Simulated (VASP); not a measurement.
## Sc: relaxation of shape and atoms at fixed volume with PBEsol

The system is Sc.

```
CELL_PARAMETERS angstrom
3.30807 0.00000 0.00000
-1.65403 2.86487 0.00000
0.00000 0.00000 5.13764
ATOMIC_POSITIONS crystal
Sc 0.33333 0.66667 0.25000
Sc 0.66667 0.33333 0.75000
```

This cell differs from its parent crystal: volume scaled by 1.03.

| Property | Result |
| --- | --- |
| Program | VASP 6.6.1 |
| Task | relaxation of shape and atoms at fixed volume |
| Functional | PBEsol |
| Potentials or basis | VASP PAW PBE potentials, release 64 (Sc_sv) |
| Cutoff | 600 eV |
| k mesh | 12 × 12 × 8 |
| Occupations | gaussian, width 0.1 eV |
| Spin | no spin polarisation |
| Dipole correction | no |
| Further INCAR settings | ALGO = Normal; EDIFF = 1e-07; IBRION = 2; EDIFFG = -0.01; NSW = 50; ISIF = 4 |

```json
{
  "Pressure after relaxing": "-1.6 GPa",
  "Band gap on the k mesh": "zero (band 11 reaches 4.64 eV, above the bottom of band 12 at 3.13 eV)"
}
```

Stress tensor (GPa, compression positive):
```
-1.58  0.00  0.00
 0.00 -1.58  0.00
 0.00  0.00 -1.50
```

Final structure:
```xyz
2
Lattice="3.3081 0.0000 0.0000 -1.6540 2.8649 0.0000 0.0000 0.0000 5.1376" Properties=species:S:1:pos:R:3 pbc="T T T"
Sc    0.0000    1.9099    1.2844
Sc    1.6540    0.9550    3.8532
```

Levels at points of the mesh, in eV from the Fermi level:
```tsv
k point	band 7	band 8	band 9	band 10	band 11	band 12	band 13	band 14	band 15
(0.00, 0.00, 0.00)	-27.67	-27.64	-5.16	-1.66	0.67	1.60	1.60	1.88	2.06
(0.50, 0.00, 0.00)	-27.76	-27.71	-1.64	-1.07	-0.68	-0.34	1.32	1.33	1.90
(0.00, 0.00, 0.50)	-27.71	-27.71	-3.59	-3.59	0.99	0.99	1.51	1.51	1.51
(0.50, 0.00, 0.50)	-27.75	-27.75	-1.50	-1.50	0.07	0.07	1.30	1.30	2.39
```

Wall time 83 s on 1 thread of Intel Xeon 6975P-C, with other jobs on the host, peak memory 0.22 GiB.

Caveat: the relaxation stopped at its first step, so nothing moved; the PAW data sets were made with another functional, which shifts forces and pressure a little.
